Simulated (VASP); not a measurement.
## Ir: single point with PBE

Ir:

```
Ir
1.0
     0.00000    1.91474    1.81862
     1.91474    0.00000    1.81862
     1.91474    1.91474    0.00000
Ir
1
Direct
  0.00000 0.00000 0.00000
```

```json
{
 "Program": "VASP 6.6.1",
 "Task": "single point",
 "Functional": "PBE",
 "Potentials or basis": "VASP PAW PBE potentials, release 64 (Ir)",
 "Cutoff": "520 eV",
 "k mesh": "22 × 22 × 22",
 "Occupations": "gaussian, width 0.15 eV",
 "Spin": "no spin polarisation"
}
```

```json
{"Pressure": "37.7 GPa", "Band gap on the k mesh": "zero (an odd number of electrons rules out a gap without spin polarisation)"}
```

Stress tensor (GPa, compression positive):
```
30.45  0.00  0.00
 0.00 30.45  0.00
 0.00  0.00 52.26
```

Levels at points of the mesh, in eV from the Fermi level:
| k point | band 1 | band 2 | band 3 | band 4 | band 5 | band 6 | band 7 | band 8 | band 9 |
| --- | --- | --- | --- | --- | --- | --- | --- | --- | --- |
| (0.00, 0.00, 0.00) | -11.74 | -4.43 | -4.43 | -3.73 | -1.75 | -0.82 | 14.27 | 19.57 | 19.57 |
| (0.50, 0.00, 0.00) | -8.71 | -4.73 | -3.94 | -0.87 | 0.82 | 1.26 | 7.96 | 13.74 | 19.93 |
| (0.50, 0.50, 0.00) | -8.56 | -8.04 | 0.97 | 1.72 | 1.72 | 2.53 | 11.40 | 11.40 | 12.39 |
| (0.50, 0.00, 0.50) | -8.61 | -7.93 | 0.99 | 1.31 | 1.36 | 2.00 | 10.93 | 12.01 | 12.74 |

Run time: 33 s on 1 thread of Intel(R) Xeon(R) 6975P-C (Granite Rapids), on a shared host, peak memory 0.23 GiB.

Caveat: the stress differs along the axes, from 30 to 52 GPa; spin-orbit coupling is left out, which moves the levels of the heavy elements.
